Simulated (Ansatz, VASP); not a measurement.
SnO in VASP and in Ansatz

Contents of INCAR:

```
SYSTEM = SnO
PREC = Accurate ; ENCUT = 1340
EDIFF = 1E-6 ; ISMEAR = -1
SIGMA = 0.05 ; LREAL = .False.
LASPH = .True. ; NELM = 120
ALGO = Normal ; ISIF = 2
LWAVE = .False. ; LCHARG = .False.
GGA = PS ; NBANDS = 28
GGA_COMPAT = .False.
```

The input KPOINTS:

```
regular mesh
0
Gamma
  4 4 3
  0 0 0
```

The input POSCAR:

```
SnO
1.0
    3.8136952200      0.0000000000      0.0000000000
    0.0000000000      3.8136952200      0.0000000000
    0.0000000000      0.0000000000      4.8869133000
Sn O
2 2
Direct
    0.5000000000      0.0000000000      0.7646261400
    0.0000000000      0.5000000000      0.2353738600
    0.0000000000      0.0000000000      0.0000000000
    0.5000000000      0.5000000000      0.0000000000
```

The input input.yaml:

```yaml
crystal:
  lattice:
    - [3.81369522, 0.0, 0.0]
    - [0.0, 3.81369522, 0.0]
    - [0.0, 0.0, 4.8869133]
  atoms:
    - { symbol: Sn, position: [0.5, 0.0, 0.76462614] }
    - { symbol: Sn, position: [0.0, 0.5, 0.23537386] }
    - { symbol: O, position: [0.0, 0.0, 0.0] }
    - { symbol: O, position: [0.5, 0.5, 0.0] }
hamiltonian:
  xc: pbesol
  pseudopotentials: { kind: paw }
kpoints:
  mp_grid: { grid: [4, 4, 3] }
  band_path:
    path:
      - [[0.0, 0.0, 0.0], [0.0, 0.5, 0.0], [0.5, 0.5, 0.0], [0.0, 0.0, 0.0], [0.0, 0.0, 0.5], [0.0, 0.5, 0.5], [0.5, 0.5, 0.5], [0.0, 0.0, 0.5]]
      - [[0.0, 0.5, 0.0], [0.0, 0.5, 0.5]]
      - [[0.5, 0.5, 0.0], [0.5, 0.5, 0.5]]
    npoints: 14
scf:
  occupations: { method: fermi_dirac, width: 0.05 }
  n_extra_bands: 10
output:
  forces: true
  stress: true
  eigenvalues: true
  fatbands: false
```

Alike in both runs: functional PBEsol; k mesh 4 × 4 × 3; occupations fermi-dirac, width 0.05 eV; no spin polarisation.

|  | VASP | Ansatz |
| --- | --- | --- |
| version | VASP 6.6.1 | Ansatz 0.2.0 |
| potentials or method | VASP PAW PBE potentials, release 64 (Sn_d, O_h) | Ansatz PAW |
| plane-wave cutoff (eV) | 1340 | 420 |
| valence electrons in the cell | 40 | 40 |
| task | single point | band structure |

|  | VASP | Ansatz | Ansatz less VASP |
| --- | --- | --- | --- |
| gap on the k mesh at the Fermi level (eV) | 0.14 | 0.13 | -0.014 |
| least direct gap on the mesh (eV) | 1.98 | 1.99 | +0.011 |
| pressure (GPa) | -0.4 | -0.6 | -0.21 |
| rms of the force components (eV/Å) | 0.078 | 0.047 | -0.0309 |

VASP's potentials were made for PBE, not for PBEsol. Atom by atom the forces differ by 0.031 eV/Å (rms over components). The functional is the same, so the differences come from potentials, cutoffs and numerics.

The k mesh is coarse, so the values compare programs but aren't converged.
